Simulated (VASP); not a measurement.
Crystal: Al3InAs4.

```xyz
8
Lattice="3.9005 0.0000 0.0000 0.0000 3.9005 0.0000 0.0000 0.0000 11.0324" Properties=species:S:1:pos:R:3 pbc="T T T"
Al    1.9503    1.9503    2.7581
Al    0.0000    0.0000    5.5162
Al    1.9503    1.9503    8.2743
In    0.0000    0.0000    0.0000
As    1.9503    0.0000    1.3790
As    0.0000    1.9503    4.1371
As    1.9503    0.0000    6.8952
As    0.0000    1.9503    9.6533
```

```yaml
Program: VASP 6.6.1
Task: relaxation of cell and atoms
Functional: PBE
Potentials_or_basis: VASP PAW PBE potentials, release 64 (Al, In_d, As)
Cutoff: 600 eV
k_mesh: 4 × 4 × 2
Occupations: gaussian, width 0.1 eV
Spin: no spin polarisation
```

At the start: pressure 16.9 GPa; volume 20.98 Å³/atom.

Question: Where does the relaxation end?

Answer: Over 11 steps the energy falls by 224.3 meV/atom and the volume is 24.96 Å³/atom (+19.0 %); space group P-4m2 (No. 115, to 0.1 Å) before and after.

Step by step:
| step | energy change (eV) | largest force (eV/Å) | pressure (GPa) | volume (Å³) |
| --- | --- | --- | --- | --- |
| 1 | 0.0000 | 2.4790 | 16.88 | 167.85 |
| 2 | -1.1341 | 0.5012 | -6.00 | 227.47 |
| 3 | -1.6783 | 0.6378 | -0.48 | 201.85 |
| 4 | -1.6782 | 0.6614 | -0.27 | 201.13 |
| 5 | -1.7243 | 0.4229 | -0.03 | 200.05 |
| 6 | -1.7647 | 0.3075 | 0.70 | 197.36 |
| 7 | -1.7833 | 0.2382 | -0.37 | 200.61 |
| 8 | -1.7833 | 0.2377 | -0.38 | 200.64 |
| 9 | -1.7937 | 0.0744 | 0.05 | 199.25 |
| 10 | -1.7940 | 0.0428 | 0.13 | 198.99 |
| 11 | -1.7944 | 0.0164 | -0.08 | 199.69 |

Final structure:
```yaml
crystal:
  lattice:
    - [4.15239, 0.00000, 0.00000]
    - [0.00000, 4.15239, 0.00000]
    - [0.00000, 0.00000, 11.58140]
  atoms:
    - { symbol: Al, position: [0.50000, 0.50000, 0.25943] }
    - { symbol: Al, position: [0.00000, 0.00000, 0.50000] }
    - { symbol: Al, position: [0.50000, 0.50000, 0.74057] }
    - { symbol: In, position: [0.00000, 0.00000, 0.00000] }
    - { symbol: As, position: [0.50000, 0.00000, 0.14119] }
    - { symbol: As, position: [0.00000, 0.50000, 0.37985] }
    - { symbol: As, position: [0.50000, 0.00000, 0.62015] }
    - { symbol: As, position: [0.00000, 0.50000, 0.85881] }
```

Caveat: the volume moved by over 15 % at a fixed basis, so the end points are rough.
